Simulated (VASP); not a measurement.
Input of a VASP 6.6.1 run:

The input INCAR:

```
  AGGAC = 1.0
  AGGAX = 1.0
  ALDAC = 0.0
  ALDAX = 1.0
  ALGO = Normal
  EDIFF = 1E-6
  ENCUT = 570
  GGA = B5
  GGA_COMPAT = False
  ISIF = 2
  ISMEAR = -1
  ISPIN = 2
  LASPH = True
  LCHARG = False
  LMAXMIX = 4
  LORBIT = 11
  LREAL = False
  LWAVE = False
  MAGMOM = 1
  NBANDS = 19
  NELM = 200
  PREC = Accurate
  SIGMA = 0.05
```

File KPOINTS:

```
k-points
0
Gamma
  22 22 22
```

POSCAR

```
Pt
1.0
    0.0000000000      1.9981660487      1.9981660487
    1.9981660487      0.0000000000      1.9981660487
    1.9981660487      1.9981660487      0.0000000000
Pt
1
Direct
    0.0000000000      0.0000000000      0.0000000000
```

Potentials or basis: VASP PAW PBE potentials, release 64 (Pt_sv_GW).

The run is started by

```console
$ cat potpaw_PBE.64/Pt_sv_GW/POTCAR > POTCAR
$ mpirun -np 1 vasp_std > vasp.out
```

Question: Estimate the band gap on the k mesh.

Answer: Zero (filled and empty bands overlap).

Question: Predict the pressure.

Answer: 9.1 GPa.

Question: Estimate the net moment.

Answer: 0.00 μB per cell.

Caveat: the cell stands under pressure; the PAW data sets were made with another functional, which shifts forces and pressure a little; spin-orbit coupling is left out, which moves the levels of the heavy elements.
